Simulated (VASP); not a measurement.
Set up this calculation in VASP 6.6.1, as the native input.

| Property | Result |
| --- | --- |
| Task | single point |
| Functional | PBE |
| Potentials or basis | VASP PAW PBE potentials, release 64 (Li_sv, Br) |
| Cutoff | 750 eV |
| k mesh | 8 × 8 × 8 |
| Occupations | gaussian, width 0.02 eV |
| Spin | no spin polarisation |
| Dipole correction | no |
| Further INCAR settings | ALGO = Normal; EDIFF = 1e-06; NBANDS = 12 |

The structure of LiBr lies in POSCAR:

```
LiBr
1.0
    0.0000000000      2.7554039787      2.7554039787
    2.7554039787      0.0000000000      2.7554039787
    2.7554039787      2.7554039787      0.0000000000
Li Br
1 1
Direct
    0.0000000000      0.0000000000      0.0000000000
    0.5000000000      0.5000000000      0.5000000000
```

These files were run (other wordings do the same):

INCAR

```
SYSTEM = LiBr
PREC = Accurate
ENCUT = 750
EDIFF = 1E-6
ISMEAR = 0
SIGMA = 0.02
LREAL = .FALSE.
LASPH = .TRUE.
NELM = 120
ALGO = Normal
ISIF = 2
LWAVE = .FALSE.
LCHARG = .FALSE.
GGA = PE
NBANDS = 12
GGA_COMPAT = .FALSE.
```

KPOINTS

```
Automatic mesh
0
G
  8 8 8
  0 0 0
```

Potentials or basis: VASP PAW PBE potentials, release 64 (Li_sv, Br).

Run with:

```bash
$ cat potpaw_PBE.64/Li_sv/POTCAR potpaw_PBE.64/Br/POTCAR > POTCAR
$ mpirun -np 1 vasp_std > vasp.out
```

Results of the run:

```yaml
Pressure: 0.0 GPa
Band_gap_on_the_k_mesh: 4.92 eV, direct
```

It took 38 s on 1 thread of Intel Xeon 8259CL, with other jobs on the host, peak memory 0.21 GiB.
